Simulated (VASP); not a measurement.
Here is a VASP 6.6.1 calculation.

INCAR

```
SYSTEM = Ba
  PREC = Accurate
  ENCUT = 600
  EDIFF = 1E-6
  ISMEAR = -1
  SIGMA = 0.02
  LREAL = .FALSE.
  LASPH = .TRUE.
  NELM = 60
  ALGO = Normal
  ISIF = 3
  LWAVE = .FALSE.
  LCHARG = .FALSE.
  GGA = PS
  IBRION = 2
  NSW = 80
  EDIFFG = -0.02
```

The input KPOINTS:

```
Automatic mesh
0
G
  6 6 6
  0 0 0
```

Contents of POSCAR:

```
Ba
1.0
    4.3413850000      0.0000000000      0.0000000000
   -1.4471282880      4.0930970470      0.0000000000
   -1.4471282880     -2.0465484274      3.5447260784
Ba
1
Direct
    0.0000000000      0.0000000000      0.0000000000
```

Potentials or basis: VASP PAW PBE potentials, release 64 (Ba_sv).

The run is started by

```bash
$ cat potpaw_PBE.64/Ba_sv/POTCAR > POTCAR
$ mpirun -np 1 vasp_std > vasp.out
```

(1) Estimate the relaxed volume.

(2) What does it give for the space group after relaxing (to 0.05 Å)?

(3) Estimate the band gap on the k mesh.

(4) Predict the relaxed cell.

## Answers

(1) 59.31 Å³/atom.

(2) Im-3m (No. 229).

(3) zero (band 5 reaches 1.81 eV, above the bottom of band 6 at 1.11 eV).

(4) a = 4.255 Å, b = 4.255 Å, c = 4.255 Å, α = 109.47°, β = 109.47°, γ = 109.47°.

Caveat: the PAW data sets were made with another functional, which shifts forces and pressure a little; spin-orbit coupling is left out, which moves the levels of the heavy elements.
